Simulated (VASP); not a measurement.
A run of VASP 6.6.1 is set up as follows.

Contents of INCAR:

```
PREC = Accurate
ENCUT = 520
EDIFF = 1E-7
ISMEAR = 0
SIGMA = 0.1
LREAL = False
LASPH = True
NELM = 100
ALGO = Normal
ISIF = 2
LWAVE = False
LCHARG = False
GGA = PE
NBANDS = 36
```

The input KPOINTS:

```
Automatic mesh
0
Gamma
  6 6 6
```

File POSCAR:

```
Zn2SnN3
1.0
    3.4656359913      2.0008858739      3.5658098903
   -3.4656359913      2.0008858739      3.5658098903
    0.0000000000     -4.0017717435      3.5658098927
Zn Sn N
2 1 3
Direct
    0.3372802805      0.3372802805      0.3372802805
    0.6627197195      0.6627197195      0.6627197195
    0.0000000000      0.0000000000      0.0000000000
    0.8272756513      0.8272756513      0.8272756513
    0.1727243487      0.1727243487      0.1727243487
    0.5000000000      0.5000000000      0.5000000000
```

Potentials or basis: VASP PAW PBE potentials, release 64 (Zn, Sn_d, N).

Launch:

```bash
$ cat potpaw_PBE.64/Zn/POTCAR potpaw_PBE.64/Sn_d/POTCAR potpaw_PBE.64/N/POTCAR > POTCAR
$ mpirun -np 1 vasp_std > vasp.out
```

Task: Predict the pressure.

Result: 0.4 GPa.

Task: Predict the largest force.

Result: 0.248 eV/Å.

Forces on the atoms (eV/Å):
```
Zn   0.000  0.000 -0.014
Zn   0.000  0.000  0.014
Sn   0.000  0.000  0.000
N    0.000  0.000  0.248
N    0.000  0.000 -0.248
N    0.000  0.000  0.000
```
